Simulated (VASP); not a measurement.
A run of VASP 6.6.1 is set up as follows.

INCAR

```
SYSTEM = Rh
PREC = Accurate
ENCUT = 520
EDIFF = 1E-6
ISMEAR = 0
SIGMA = 0.1
LREAL = .False.
LASPH = .True.
NELM = 100
ALGO = Normal
ISIF = 2
LWAVE = .False.
LCHARG = .False.
GGA = PE
NBANDS = 14
```

Contents of KPOINTS:

```
regular mesh
0
Gamma
  20 20 20
  0 0 0
```

POSCAR

```
Rh
1.0
    0.0000000000      1.8177485792      1.8177485792
    1.8177485792      0.0000000000      1.8177485792
    1.8177485792      1.8177485792      0.0000000000
Rh
1
Direct
    0.0000000000      0.0000000000      0.0000000000
```

Potentials or basis: VASP PAW PBE potentials, release 64 (Rh_pv).

Run with:

```console
$ cat potpaw_PBE.64/Rh_pv/POTCAR > POTCAR
$ mpirun -np 1 vasp_std > vasp.out
```

Question: Predict the pressure.

Answer: 60.1 GPa.

Question: Predict the band gap on the k mesh.

Answer: Zero (an odd number of electrons rules out a gap without spin polarisation).

Caveat: the cell stands under pressure.
